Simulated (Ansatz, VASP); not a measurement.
## Co2Si in VASP and in Ansatz

```
Co Si
1.0
     2.30140   -4.00254    0.00000
     2.30140    4.00254    0.00000
     0.00000    0.00000    2.43729
Co Si
2 1
Cartesian
  1.1507 2.0013 1.2186
  1.1507 -2.0013 1.2186
  2.3014 0.0000 1.2186
```

Alike in both runs: functional PBE; k mesh 4 × 4 × 6; occupations gaussian, width 0.1 eV; collinear spin.

Ansatz relaxed the structure, and its values are those at the end. VASP's run is a single point on that final structure, the one shown.

|  | VASP | Ansatz |
| --- | --- | --- |
| version | VASP 6.6.1 | Ansatz 0.2.0 |
| potentials or method | VASP PAW PBE potentials, release 64 (Co, Si), cutoff 520 eV | scalar-relativistic, plane waves, PAW |
| valence electrons in the cell | 22 | 38 |

```csv
,VASP,Ansatz,Ansatz less VASP
gap on the k mesh at the Fermi level (eV),none,none,-
pressure (GPa),0.0,0.2,+0.15
net moment per atom (μB),0.90,0.90,+0.004
size of the moment on the site where the two differ most (μB),1.39,1.40,+0.009
```

Site moments also hang on the region over which each program counts them. A gap of «none» marks a metal or a gap that the smearing closes. With one functional, cell and mesh, what is left measures potentials, basis and numerics. VASP's potentials hold 22 valence electrons a cell and Ansatz's 38, so a difference there can come from the potentials and not from the codes.

The k mesh is coarse, so the values compare programs but aren't converged.
